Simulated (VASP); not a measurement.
Crystal: As3Pt.

```
CELL_PARAMETERS angstrom
4.23304 0.00000 0.00000
0.00000 4.23304 0.00000
0.00000 0.00000 4.23304
ATOMIC_POSITIONS crystal
As 0.00000 0.50000 0.50000
As 0.50000 0.00000 0.50000
As 0.50000 0.50000 0.00000
Pt 0.00000 0.00000 0.00000
```

- Program: VASP 6.6.1
- Task: relaxation of cell and atoms
- Functional: r2SCAN
- Potentials or basis: VASP PAW PBE potentials, release 64 (As, Pt)
- Cutoff: 600 eV
- k mesh: 4 × 4 × 4
- Occupations: gaussian, width 0.1 eV
- Spin: no spin polarisation

At the start: pressure -7.9 GPa; volume 18.96 Å³/atom.

**Question.** Where does the relaxation end?

**Answer.** Over 3 steps the energy falls by 36.9 meV/atom and the volume is 17.58 Å³/atom (-7.3 %); space group Pm-3m (No. 221, to 0.05 Å).

Step by step:
| step | energy change (eV) | largest force (eV/Å) | pressure (GPa) | volume (Å³) |
| --- | --- | --- | --- | --- |
| 1 | 0.0000 | 0.0000 | -7.87 | 75.85 |
| 2 | -0.0398 | 0.0000 | 8.75 | 66.08 |
| 3 | -0.1475 | 0.0000 | -0.07 | 70.31 |

Final structure:
```xyz
4
Lattice="4.1274 0.0000 0.0000 0.0000 4.1274 0.0000 0.0000 0.0000 4.1274" Properties=species:S:1:pos:R:3 pbc="T T T"
As    0.0000    2.0637    2.0637
As    2.0637    0.0000    2.0637
As    2.0637    2.0637    0.0000
Pt    0.0000    0.0000    0.0000
```

Caveat: the k points lie up to 0.38 Å⁻¹ apart in the final cell; the PAW data sets were made with another functional, which shifts forces and pressure a little.
